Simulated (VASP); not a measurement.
## PtSe2: relaxation of cell and atoms with PBE

Crystal: PtSe2.

```xyz
3
Lattice="3.7240 0.0000 0.0000 -1.8620 3.2251 0.0000 0.0000 0.0000 5.0620" Properties=species:S:1:pos:R:3 pbc="T T T"
Pt    0.0000    0.0000    0.0000
Se    0.0000    2.1501    1.2655
Se    1.8620    1.0750    3.7965
```

* Program: VASP 6.6.1
* Task: relaxation of cell and atoms
* Functional: PBE
* Potentials or basis: VASP PAW PBE potentials, release 64 (Pt, Se)
* Cutoff: 600 eV
* k mesh: 14 × 14 × 10
* Occupations: gaussian, width 0.02 eV
* Spin: no spin polarisation
* Dipole correction: no
* Further INCAR settings: ALGO = Normal; EDIFF = 1e-06; IBRION = 2; EDIFFG = -0.001; NSW = 80; ISIF = 3

- Relaxed volume: 25.88 Å³/atom
- Relaxed cell: a = 3.752 Å, b = 3.752 Å, c = 6.368 Å, α = 90.00°, β = 90.00°, γ = 120.00°
- Space group after relaxing (to 0.1 Å): P-3m1 (No. 164)
- Energy gained by relaxing: 37.9 meV/atom
- Ionic steps: 66
- Pressure after relaxing: 0.0 GPa
- Band gap on the k mesh: 0.82 eV (least direct gap 0.99 eV)

Step by step:
| step | energy change (eV) | largest force (eV/Å) | pressure (GPa) | volume (Å³) |
| --- | --- | --- | --- | --- |
| 1 | 0.0000 | 0.5726 | 7.33 | 60.80 |
| 3 | -0.0737 | 0.1352 | 0.00 | 63.95 |
| 5 | -0.0737 | 0.1099 | 0.26 | 63.82 |
| 7 | -0.0786 | 0.0433 | 0.18 | 64.57 |
| 9 | -0.0837 | 0.0473 | 0.07 | 65.91 |
| 11 | -0.0943 | 0.0725 | -0.45 | 67.77 |
| 13 | -0.1021 | 0.1885 | -0.64 | 70.32 |
| 15 | -0.1041 | 0.0621 | 0.71 | 70.92 |
| 17 | -0.1053 | 0.0929 | 0.30 | 70.90 |
| 19 | -0.1096 | 0.0005 | 0.44 | 72.36 |
| 21 | -0.1114 | 0.1076 | 0.44 | 74.86 |
| 23 | -0.1121 | 0.0519 | -0.02 | 75.71 |
| 25 | -0.1130 | 0.0419 | -0.16 | 75.78 |
| 27 | -0.1131 | 0.0037 | 0.07 | 75.64 |
| 29 | -0.1131 | 0.0086 | 0.02 | 75.67 |
| 31 | -0.1131 | 0.0084 | 0.02 | 75.68 |
| 33 | -0.1132 | 0.0038 | 0.01 | 75.80 |
| 35 | -0.1133 | 0.0135 | 0.01 | 76.26 |
| 37 | -0.1133 | 0.0125 | 0.00 | 76.31 |
| 39 | -0.1134 | 0.0067 | -0.01 | 76.57 |
| 41 | -0.1136 | 0.0137 | -0.11 | 77.58 |
| 43 | -0.1137 | 0.0023 | 0.02 | 77.66 |
| 45 | -0.1137 | 0.0009 | -0.01 | 77.65 |
| 47 | -0.1137 | 0.0006 | -0.01 | 77.64 |
| 49 | -0.1137 | 0.0014 | 0.02 | 77.63 |
| 51 | -0.1137 | 0.0008 | 0.00 | 77.64 |
| 53 | -0.1137 | 0.0008 | 0.01 | 77.64 |
| 55 | -0.1137 | 0.0006 | 0.00 | 77.64 |
| 57 | -0.1137 | 0.0016 | 0.00 | 77.65 |
| 59 | -0.1137 | 0.0026 | -0.02 | 77.66 |
| 61 | -0.1137 | 0.0017 | -0.01 | 77.65 |
| 63 | -0.1137 | 0.0015 | -0.01 | 77.65 |
| 65 | -0.1137 | 0.0002 | 0.00 | 77.65 |
| 66 | -0.1137 | 0.0005 | 0.00 | 77.65 |

Final structure:
```
Pt Se
1.0
     3.75230    0.00000    0.00000
    -1.87615    3.24959    0.00000
     0.00000    0.00000    6.36784
Pt Se
1 2
Direct
  0.00000 0.00000 0.00000
  0.33333 0.66667 0.20510
  0.66667 0.33333 0.79490
```

Levels at points of the mesh, in eV from the valence-band top:
| k point | band 8 | band 9 | band 10 | band 11 | band 12 | band 13 | band 14 | band 15 |
| --- | --- | --- | --- | --- | --- | --- | --- | --- |
| (0.00, 0.00, 0.00) | -1.69 | -0.33 | -0.33 | -0.20 | 2.55 | 2.55 | 4.15 | 5.11 |
| (0.50, 0.00, 0.00) | -2.55 | -2.22 | -2.18 | -1.97 | 1.84 | 2.46 | 4.64 | 6.00 |
| (0.00, 0.00, 0.50) | -1.47 | -1.34 | -0.37 | -0.37 | 2.64 | 2.64 | 5.22 | 5.83 |
| (0.50, 0.00, 0.50) | -2.60 | -2.29 | -2.11 | -1.39 | 2.09 | 2.26 | 4.34 | 5.64 |

Run time: 72 min on 1 thread of Intel(R) Xeon(R) Platinum 8259CL CPU @ 2.50GHz (Skylake/Cascade Lake) (shared host), peak memory 0.42 GiB.

Caveat: the volume moved by over 15 % at a fixed basis, so the end points are rough; spin-orbit coupling is left out, which moves the levels of the heavy elements; this functional lacks dispersion, which binds layers or chains, so the pressure and a relaxed spacing across them are unreliable. A k mesh can miss the band edges.
